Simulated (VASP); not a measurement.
Set up this calculation in VASP 6.6.1, as the native input.

```
Task                   : single point
Functional             : PBE
Potentials or basis    : VASP PAW PBE potentials, release 64 (Sc_sv, Te, As)
Cutoff                 : 520 eV
k mesh                 : 4 × 4 × 4
Occupations            : gaussian, width 0.1 eV
Spin                   : no spin polarisation
Dipole correction      : no
Further INCAR settings : ALGO = Normal; EDIFF = 1e-07; NBANDS = 24
```

The structure of ScTeAs3 lies in POSCAR:

```
ScTeAs3
1.0
    5.2412475279      0.0000000000      0.0000000000
    0.0000000000      5.2412475279      0.0000000000
    0.0000000000      0.0000000000      5.2412475279
Sc Te As
1 1 3
Direct
    0.5000000000      0.5000000000      0.5000000000
    0.0000000000      0.0000000000      0.0000000000
    0.5000000000      0.0000000000      0.0000000000
    0.0000000000      0.5000000000      0.0000000000
    0.0000000000      0.0000000000      0.5000000000
```

The cell was generated, and may not be a known phase.

One way to write it, as run:

INCAR

```
  PREC = Accurate
  ENCUT = 520
  EDIFF = 1E-7
  ISMEAR = 0
  SIGMA = 0.1
  LREAL = False
  LASPH = True
  NELM = 60
  ALGO = Normal
  ISIF = 2
  LWAVE = False
  LCHARG = False
  GGA = PE
  NBANDS = 24
```

KPOINTS

```
Automatic mesh
0
Gamma
  4 4 4
```

Potentials or basis: VASP PAW PBE potentials, release 64 (Sc_sv, Te, As).

Command:

```sh
$ cat potpaw_PBE.64/Sc_sv/POTCAR potpaw_PBE.64/Te/POTCAR potpaw_PBE.64/As/POTCAR > POTCAR
$ mpirun -np 1 vasp_std > vasp.out
```

Results of the run:

```json
{
 "Pressure": "-0.2 GPa",
 "Band gap on the k mesh": "zero (bands 16 and 17 overlap by 0.83 eV)"
}
```

Caveat: spin-orbit coupling is left out, which moves the levels of the heavy elements.

Wall time 24 s on 1 thread of Intel(R) Xeon(R) 6975P-C (Granite Rapids) (shared host), peak memory 0.25 GiB.
